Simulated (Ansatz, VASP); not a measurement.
## One calculation of SiMo3, two programs

```
Si Mo
1.0
     4.86158    0.00000    0.00000
     0.00000    4.86158    0.00000
     0.00000    0.00000    4.86158
Si Mo
2 6
Direct
  0.50000 0.50000 0.50000
  0.00000 0.00000 0.00000
  0.00000 0.50000 0.25000
  0.00000 0.50000 0.75000
  0.50000 0.75000 0.00000
  0.50000 0.25000 0.00000
  0.75000 0.00000 0.50000
  0.25000 0.00000 0.50000
```

Alike in both runs: functional PBEsol; k mesh 8 × 8 × 8; occupations gaussian, width 0.1 eV; no spin polarisation.

Ansatz relaxed the structure, and its values are those at the end. VASP's run is a single point on that final structure, the one shown.

|  | VASP | Ansatz |
| --- | --- | --- |
| version | VASP 6.6.1 | Ansatz 0.2.0 |
| potentials or method | VASP PAW PBE potentials, release 64 (Si, Mo_sv), cutoff 520 eV | scalar-relativistic, plane waves, PAW |
| valence electrons in the cell | 92 | 92 |

```csv
,VASP,Ansatz,Ansatz less VASP
gap on the k mesh at the Fermi level (eV),none,none,-
pressure (GPa),0.6,0.0,-0.62
```

VASP's potentials were made for PBE, not for PBEsol. A gap of «none» marks a metal or a gap that the smearing closes. With one functional, cell and mesh, what is left measures potentials, basis and numerics.
